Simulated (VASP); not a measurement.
## CdSe: single point with PBEsol

Crystal: CdSe.

```
Cd Se
1.0
     0.00000    2.90382    2.90382
     2.90382    0.00000    2.90382
     2.90382    2.90382    0.00000
Cd Se
1 1
Direct
  0.00000 0.00000 0.00000
  0.25000 0.25000 0.25000
```

| Quantity | Value |
| --- | --- |
| Program | VASP 6.6.1 |
| Task | single point |
| Functional | PBEsol |
| Potentials or basis | VASP PAW PBE potentials, release 64 (Cd, Se) |
| Cutoff | 520 eV |
| k mesh | 8 × 8 × 8 |
| Occupations | fermi-dirac, width 0.05 eV |
| Spin | no spin polarisation |
| Dipole correction | no |
| Further INCAR settings | ALGO = Normal; EDIFF = 1e-07; NBANDS = 16 |

* Pressure: 10.6 GPa
* Band gap on the k mesh: 0.75 eV, direct

Levels at points of the mesh, in eV from the valence-band top:
| k point | band 7 | band 8 | band 9 | band 10 | band 11 | band 12 |
| --- | --- | --- | --- | --- | --- | --- |
| (0.00, 0.00, 0.00) | 0.00 | 0.00 | 0.00 | 0.75 | 5.81 | 5.81 |
| (0.50, 0.00, 0.00) | -5.36 | -0.98 | -0.98 | 2.43 | 6.35 | 6.35 |
| (0.50, 0.50, 0.00) | -4.81 | -2.41 | -2.41 | 2.70 | 3.71 | 9.70 |

Run time: 25 s on 1 thread of Intel(R) Xeon(R) Platinum 8488C (Sapphire Rapids), on a shared host, peak memory 0.18 GiB.

Caveat: the PAW data sets were made with another functional, which shifts forces and pressure a little.
